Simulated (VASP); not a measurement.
# GeSe in VASP: notebook

GeSe is run at these levels: r2SCAN, TPSS, PBE; tasks: single point, relaxation of the atoms.

Program: VASP 6.6.1. These are calculated values, not measurements. Logs are shortened: lines on timing, memory, paths and dates and some standing lists are left out, and cuts for length are marked.

### Step 1. The cell of the first run

The cell holds a molecule in a box, 2 atoms: a = 9.000 Å, b = 9.000 Å, c = 12.000 Å, α = 90.00°, β = 90.00°, γ = 90.00°.

### Step 2. Single point, r2SCAN

POSCAR reads:

```
GeSe
1.0
    9.0000000000      0.0000000000      0.0000000000
    0.0000000000      9.0000000000      0.0000000000
    0.0000000000      0.0000000000     12.0000000000
Ge Se
1 1
Direct
    0.5014444400      0.5023333300      0.4138904600
    0.5014444400      0.5023333300      0.5917762100
```

INCAR.step1 reads:

```
ISMEAR = 0
SIGMA = 0.03
LWAVE = T
LCHARG = T
ISIF = 0
NELM = 100
ALGO = Normal
PREC = Accurate
LASPH = T
LREAL = F
EDIFF = 1E-5
GGA_COMPAT = F
ENCUT = 450
EFERMI = MIDGAP
NELMDL = -8
GGA = PE
```

INCAR.step2 reads:

```
METAGGA = R2SCAN
ISMEAR = 0
SIGMA = 0.03
LWAVE = F
LCHARG = F
ISIF = 0
NELM = 100
ALGO = All
PREC = Accurate
LASPH = T
LREAL = F
EDIFF = 1E-6
GGA_COMPAT = F
ENCUT = 450
EFERMI = MIDGAP
NELMDL = -8
LMIXTAU = T
ISTART = 1
ISEARCH = 1
```

KPOINTS reads:

```
k-points
0
Gamma
  1 1 1
```

Potentials or basis: VASP PAW PBE potentials, release 64 (Ge_d, Se).

Started as:

```bash
> cat potpaw_PBE.64/Ge_d/POTCAR potpaw_PBE.64/Se/POTCAR > POTCAR
> cp INCAR.step1 INCAR
> mpirun -np 1 vasp_gam > vasp.out
> cp INCAR.step2 INCAR
> mpirun -np 1 vasp_gam > vasp.out
```

OUTCAR:

```text
METAGGA = R2SCAN
   ISMEAR = 0
   ISIF = 0
   NELM = 100
   PREC = Accurate
   LASPH = T
   LREAL = F
   EDIFF = 1E-6
   ENCUT = 450
   EFERMI = MIDGAP
   NELMDL = -8
   ISTART = 1

 Found      1 irreducible k-points:

 Following reciprocal coordinates:
            Coordinates               Weight
  0.000000  0.000000  0.000000      1.000000
   k-points           NKPTS =      1   k-points in BZ     NKDIM =      1   number of bands    NBANDS=     14
   number of dos      NEDOS =    301   number of ions     NIONS =      2
   total plane-waves  NPLWV = 344064
   dimension x,y,z NGX =    64 NGY =   64 NGZ =   84
   dimension x,y,z NGXF=   128 NGYF=  128 NGZF=  168
   ions per type =               1   1
   NGX,Y,Z   is equivalent  to a cutoff of  11.82, 11.82, 11.64 a.u.
   NGXF,Y,Z  is equivalent  to a cutoff of  23.64, 23.64, 23.27 a.u.
 SYSTEM =  unknown system
   PREC   = accura    normal or accurate (medium, high low for compatibility)
   ISTART =      1    job   : 0-new  1-cont  2-samecut
   ICHARG =      0    charge: 1-file 2-atom 10-const
   ISPIN  =      1    spin polarized calculation?
   LNONCOLLINEAR =      F non collinear calculations
   LSORBIT =      F    spin-orbit coupling
   LASPH  =      T    aspherical Exc in radial PAW
   ENCUT  =  450.0 eV  33.07 Ry    5.75 a.u.  15.57 15.57 20.76*2*pi/ulx,y,z
   NELM   =    100;   NELMIN=  2; NELMDL= -8     # of ELM steps
   EDIFF  = 0.1E-05   stopping-criterion for ELM
   LREAL  =      F    real-space projection
   EDIFFG = 0.1E-04   stopping-criterion for IOM
   NSW    =      0    number of steps for IOM
   IBRION =     -1    ionic relax: 0-MD 1-quasi-New 2-CG
   NFREE  =      0    steps in history (QN), initial steepest desc. (CG)
   ISIF   =      0    stress and relaxation
   ISYM   =      2    0-nonsym 1-usesym 2-fastsym
   POTIM  = 0.5000    time-step for ionic-motion
   TEBEG  =    0.0;   TEEND  =   0.0 temperature during run

   SCALEE = 1.0000    scale energy and forces
   PSTRESS=    0.0 pullay stress
   NELECT =      20.0000    total number of electrons
   NUPDOWN=      -1.0000    fix difference up-down
   EMIN   =  10.00;   EMAX   =-10.00  energy-range for DOS
   EFERMI =   0.00;   METHOD = MIDGAP
   ISMEAR =     0;   SIGMA  =   0.03  broadening in eV -4-tet -1-fermi 0-gaus
   EFERMI_NEDOS =   21; number of points for ismear=-14 and -15
   IALGO  =     58    algorithm
   IMIX   =      4    mixing-type and parameters
     AMIX     =   0.40;   BMIX     =  1.00
     AMIX_MAG =   1.60;   BMIX_MAG =  1.00
  volume/ion in A,a.u.               =     486.00      3279.69
  Fermi-wavevector in a.u.,A,eV,Ry     =   0.448604  0.847738  2.738107  0.201245
  Thomas-Fermi vector in A             =   1.428188
   LORBIT       =      0    0 simple, 1 ext, 2 COOP (PROOUT), +10 PAW based schemes
   METAGGA = R2SCAN    functional components
   LHFCALC =     F    Hartree Fock is set to
   AEXX    =    0.0000 exact exchange contribution
   IVDW    =     0    specifies the selected vdW correction
   LEPSILON=     F    determine dielectric tensor
   LRPA    =     F    only Hartree local field effects (RPA)

   CSHIFT  =0.1000    complex shift for real part using Kramers Kronig

   OMEGAMAX=  -1.0    maximum frequency
 non-spin polarized calculation
 Gauss-broadening in eV      SIGMA  =   0.03
  energy-cutoff  :      450.00
  volume of cell :      972.00
 maximum number of plane-waves:     10537
 NGX is ok and might be reduce to    64
   NGX = 31   NGY = 31   NGZ = 41

 number of electron      20.0000011 magnetization

 Free energy of the ion-electron system (eV)
  ---------------------------------------------------
  ext. energy  EPLUGINS =         0.00000000
  ---------------------------------------------------
  free energy    TOTEN  =       -26.99911815 eV

  energy without entropy =      -26.99911815  energy(sigma->0) =      -26.99911815

 E-fermi :  -4.5525     XC(G=0):  -0.9220

 val. band max:       -6.4344605842   @ k =   0.0000   0.0000   0.0000
 cond. band min:      -2.6695388638   @ k =   0.0000   0.0000   0.0000
 fundamental gap:      3.7649217204
 Fermi energy:        -4.5524683720

 k-point     1 :       0.0000    0.0000    0.0000
  band No.  band energies     occupation
      1     -29.9037      2.00000
      2     -29.9035      2.00000
      3     -29.7847      2.00000
      4     -29.7513      2.00000
      5     -29.7513      2.00000
      6     -17.7833      2.00000
      7     -11.6968      2.00000
      8      -6.5024      2.00000
      9      -6.4345      2.00000
     10      -6.4345      2.00000
     11      -2.6695      0.00000
     12      -2.6695      0.00000
     13       0.2001      0.00000
     14       0.6465      0.00000

------------------------ aborting loop because EDIFF is reached ----------------------------------------

 VOLUME and BASIS-vectors are now :
 -----------------------------------------------------------------------------
  energy-cutoff  :      450.00
  volume of cell :      972.00
      direct lattice vectors                 reciprocal lattice vectors
     9.000000000  0.000000000  0.000000000     0.111111111  0.000000000  0.000000000
     0.000000000  9.000000000  0.000000000     0.000000000  0.111111111  0.000000000
     0.000000000  0.000000000 12.000000000     0.000000000  0.000000000  0.083333333

 POSITION                                       TOTAL-FORCE (eV/Angst)
 -----------------------------------------------------------------------------------
      4.51300      4.52100      4.96669         0.000000      0.000000      0.002597
      4.51300      4.52100      7.10131         0.000000     -0.000000     -0.002597
 -----------------------------------------------------------------------------------
    total drift:                                0.000472      0.000434     -0.002199

  FREE ENERGIE OF THE ION-ELECTRON SYSTEM (eV)
  ---------------------------------------------------
  free  energy   TOTEN  =       -26.9991181482 eV

  energy  without entropy=      -26.9991181482  energy(sigma->0) =      -26.99911815
```

OUTCAR.step1:

```text
ISMEAR = 0
   ISIF = 0
   NELM = 100
   PREC = Accurate
   LASPH = T
[... 121 lines left out ...]
 -----------------------------------------------------------------------------------
      4.51300      4.52100      4.96669         0.000000      0.000000     -0.545113
      4.51300      4.52100      7.10131         0.000000     -0.000000      0.545113
 -----------------------------------------------------------------------------------
    total drift:                                0.000330      0.000377     -0.001006

  FREE ENERGIE OF THE ION-ELECTRON SYSTEM (eV)
  ---------------------------------------------------
  free  energy   TOTEN  =        -7.0581801748 eV

  energy  without entropy=       -7.0581801748  energy(sigma->0) =       -7.05818017
```

It took 1.7 min on 1 thread of Intel Xeon 6975P-C (Granite Rapids), shared host; peak memory 0.71 GiB.

Results:

* Free energy: -26.9991 eV
* Gap between the frontier levels: 3.77 eV

Forces in eV/Å, atoms in the order of the input:
```
Ge   0.000  0.000  0.003
Se   0.000  0.000 -0.003
```

Caveat: the PAW data sets were made with another functional, which shifts forces and pressure a little.

### Step 3. Single point, TPSS (last atom moved by 0.04 Å along z)

INCAR reads:

```
METAGGA = TPSS
ISMEAR = 0
SIGMA = 0.03
LWAVE = F
LCHARG = F
ISIF = 0
PREC = Accurate
LASPH = T
LREAL = F
ALGO = Normal
EDIFF = 1E-7
NELM = 120
GGA_COMPAT = F
ENCUT = 560
EFERMI = MIDGAP
NELMDL = -8
LMIXTAU = T
```

KPOINTS is that of step 2.

POSCAR: that of step 2 with these lines changed.

```diff
@@ -9,2 +9,2 @@
     0.5014444400      0.5023333300      0.4138904600
-    0.5014444400      0.5023333300      0.5917762100
+    0.5014444400      0.5023333300      0.5951095400
```

Potentials or basis: VASP PAW PBE potentials, release 64 (Ge_d, Se).

Started as:

```bash
> cat potpaw_PBE.64/Ge_d/POTCAR potpaw_PBE.64/Se/POTCAR > POTCAR
> mpirun -np 1 vasp_gam > vasp.out
```

Wall time 3.5 min (1 thread of Intel Xeon 6975P-C (Granite Rapids), shared host); peak memory 0.99 GiB.

Results (log left out):

| Property | Result |
| --- | --- |
| Free energy | -23.6411 eV |
| Largest force | 0.522 eV/Å |
| Gap between the frontier levels | 3.38 eV |

Forces in eV/Å, atoms in the order of the input:
```
Ge   0.000  0.000  0.522
Se   0.000  0.000 -0.522
```

Levels at points of the mesh, in eV from the valence-band top:
```tsv
k point	band 6	band 7	band 8	band 9	band 10	band 11	band 12	band 13	band 14
(0.00, 0.00, 0.00)	-11.00	-5.33	-0.17	0.00	0.00	3.38	3.38	5.85	6.21
```

Caveat: the cell differs from its parent crystal (last atom moved by 0.04 Å along z); the PAW data sets were made with another functional, which shifts forces and pressure a little.

### Step 4. Relaxation of the atoms, PBE (atoms moved at random)

INCAR reads:

```
GGA = PE
ISMEAR = 0
SIGMA = 0.03
LWAVE = False
LCHARG = False
ISIF = 0
NSW = 120
PREC = Accurate
LASPH = True
LREAL = False
ALGO = Normal
EDIFF = 1E-6
NELM = 120
GGA_COMPAT = False
IBRION = 2
EDIFFG = -0.01
NELMIN = 4
ENCUT = 400
EFERMI = MIDGAP
NELMDL = -8
```

KPOINTS is that of step 3.

POSCAR reads:

```
GeSe
1.0
    9.0000000000      0.0000000000      0.0000000000
    0.0000000000      9.0000000000      0.0000000000
    0.0000000000      0.0000000000     12.0000000000
Ge Se
1 1
Direct
    0.5075180000      0.5087210000      0.4155450000
    0.4975100000      0.5046320000      0.5905580000
```

Started as:

```bash
> cat potpaw_PBE.64/Ge_d/POTCAR potpaw_PBE.64/Se/POTCAR > POTCAR
> mpirun -np 1 vasp_gam > vasp.out
```

It took 96 s on 1 thread of Intel Xeon Platinum 8488C (Sapphire Rapids), shared host; peak memory 0.62 GiB.

It converged, with:

* Free energy: -7.0647 eV
* Energy gained by relaxing: 18.4 meV/atom
* Ionic steps: 3
* Gap between the frontier levels: 3.33 eV

Step by step:
```
step  energy change (eV)  largest force (eV/Å)
   1              0.0000                1.3528
   2              0.0157                1.3455
   3             -0.0367                0.0005
```

Final structure:
```
Ge Se
1.0
     9.00000    0.00000    0.00000
     0.00000    9.00000    0.00000
     0.00000    0.00000   12.00000
Ge Se
1 1
Cartesian
  4.5689 4.5790 4.9583
  4.4764 4.5412 7.1150
```

Levels at points of the mesh, in eV from the valence-band top:
```
           k point  band 7  band 8  band 9  band 10  band 11  band 12  band 13  band 14
(0.00, 0.00, 0.00)   -5.22   -0.12    0.00     0.00     3.33     3.33     5.78     6.11
```

Caveat: the cell differs from its parent crystal (atoms moved at random).

### Step 5. Relaxation of the atoms, PBE (atoms moved at random)

INCAR: that of step 4 with these lines changed.

```diff
@@ -11,3 +11,3 @@
 ALGO = Normal
-EDIFF = 1E-6
+EDIFF = 1E-7
 NELM = 120
@@ -15,5 +15,5 @@
 IBRION = 2
-EDIFFG = -0.01
+EDIFFG = -0.002
 NELMIN = 4
-ENCUT = 400
+ENCUT = 620
 EFERMI = MIDGAP
```

KPOINTS is that of step 4.

POSCAR is that of step 4.

Started as:

```bash
> cat potpaw_PBE.64/Ge_d/POTCAR potpaw_PBE.64/Se/POTCAR > POTCAR
> mpirun -np 1 vasp_gam > vasp.out
```

Run time: 4.5 min. Hardware: 1 thread of Intel Xeon Platinum 8488C (Sapphire Rapids), shared host; peak memory 1.2 GiB.

The run converged. Its results:

| Property | Result |
| --- | --- |
| Free energy | -7.0652 eV |
| Energy gained by relaxing | 18.4 meV/atom |
| Ionic steps | 3 |
| Gap between the frontier levels | 3.33 eV |

The path:
| step | energy change (eV) | largest force (eV/Å) |
| --- | --- | --- |
| 1 | 0.0000 | 1.3539 |
| 2 | 0.0157 | 1.3451 |
| 3 | -0.0368 | 0.0008 |

Final structure:
```cif
data_structure
_symmetry_space_group_name_H-M 'P 1'
_symmetry_Int_Tables_number 1
_cell_length_a 9.0000
_cell_length_b 9.0000
_cell_length_c 12.0000
_cell_angle_alpha 90.000
_cell_angle_beta 90.000
_cell_angle_gamma 90.000
_cell_volume 972.00
loop_
_atom_site_label
_atom_site_type_symbol
_atom_site_fract_x
_atom_site_fract_y
_atom_site_fract_z
_atom_site_occupancy
Ge1 Ge 0.50765 0.50878 0.41319 1
Se1 Se 0.49737 0.50458 0.59292 1
```

Levels at points of the mesh, in eV from the valence-band top:
| k point | band 8 | band 9 | band 10 | band 11 | band 12 | band 13 |
| --- | --- | --- | --- | --- | --- | --- |
| (0.00, 0.00, 0.00) | -0.12 | 0.00 | 0.00 | 3.33 | 3.33 | 5.77 |

Caveat: the cell differs from its parent crystal (atoms moved at random).

### Step 6. Overview

| task | level | cell | cutoff (eV) | tolerance level | purpose | gap on the mesh (eV) |
| --- | --- | --- | --- | --- | --- | --- |
| single point | r2SCAN | as given, atomic positions A | 450 | standard | a run that is hard to end | 3.77 |
| single point | TPSS | as given, atomic positions B | 560 | screening | forces | 3.38 |
| relaxation of the atoms | PBE | atoms relaxed, atomic positions C | 400 | standard | geometry | 3.33 |
| relaxation of the atoms | PBE | atoms relaxed, atomic positions C | 620 | standard | geometry | 3.33 |

Alike in all rows: potentials or basis VASP PAW PBE potentials, release 64 (Ge_d, Se); no spin polarisation; k mesh 1 × 1 × 1; smearing gaussian 0.03 eV.

Caveats: the PAW data sets were made with another functional, which shifts forces and pressure a little (at least some runs).

Absolute energies hang on the potentials; compare differences alone.
